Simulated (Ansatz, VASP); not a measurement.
**Two plane-wave programs on ZnS**

```xyz
2
Lattice="0.0000 2.3258 2.3258 2.3258 0.0000 2.3258 2.3258 2.3258 0.0000" Properties=species:S:1:pos:R:3 pbc="T T T"
Zn    0.0000    0.0000    0.0000
S     2.3258    2.3258    2.3258
```

Alike in both runs: task relaxation of cell and atoms; functional LDA; k mesh 16 × 16 × 16; occupations fermi-dirac, width 0.08 eV; no spin polarisation.

|  | VASP | Ansatz |
| --- | --- | --- |
| version | VASP 6.6.1 | Ansatz 0.2.0 |
| potentials or method | VASP PAW LDA potentials, release 64 (Zn, S) | PAW with Ansatz's default frozen-core files, scalar-relativistic |
| plane-wave cutoff (eV) | 500 | 420 |
| valence electrons in the cell | 18 | 18 |

VASP gave:

| Quantity | Value |
| --- | --- |
| relaxed volume (Å³/atom) | 15.35 |
| relaxed cell length with the largest relative difference (Å) | 3.515 |

Q: Which values does Ansatz return?

A: Relaxed volume (Å³/atom): 15.31; relaxed cell length with the largest relative difference (Å): 3.512.

LDA's correlation is that of Perdew and Zunger in VASP and of Perdew and Wang (1992) in Ansatz.

Noted on VASP's run: the volume moved by over 15 % at a fixed basis, so the end points are rough.
